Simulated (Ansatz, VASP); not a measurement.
**One calculation of TaBr3F2, two programs**

```
Ta Br F
1.0
     3.71486    0.00000    0.00000
    -1.85743    3.21716    0.00000
     0.00000    0.00000   10.09304
Ta Br F
1 3 2
Direct
  0.00000 0.00000 0.00000
  0.00000 0.00000 0.50000
  0.66667 0.33333 0.22578
  0.33333 0.66667 0.77422
  0.33333 0.66667 0.04628
  0.66667 0.33333 0.95372
```

Change from the starting cell: species swapped into the Li3LaSb2 type (P-3m1, No. 164).

Alike in both runs: functional PBE; k mesh 12 × 12 × 4; occupations gaussian, width 0.1 eV; no spin polarisation.

Ansatz relaxed the structure, and its values are those at the end. VASP's run is a single point on that final structure, the one shown.

```csv
,VASP,Ansatz
version,VASP 6.6.1,Ansatz 0.2.0
potentials or method,"VASP PAW PBE potentials, release 64 (Ta_pv, Br, F), cutoff 600 eV","scalar-relativistic, plane waves, PAW"
valence electrons in the cell,46,48
```

|  | VASP | Ansatz | Ansatz less VASP |
| --- | --- | --- | --- |
| gap on the k mesh at the Fermi level (eV) | none | none | - |
| pressure (GPa) | 0.0 | 0.0 | -0.01 |
| rms of the force components (eV/Å) | 0.004 | 0.001 | -0.0034 |

A gap of «none» marks a metal or a gap that the smearing closes. VASP's potentials hold 46 valence electrons a cell and Ansatz's 48, so a difference there can come from the potentials and not from the codes.

Spin-orbit coupling is off throughout.
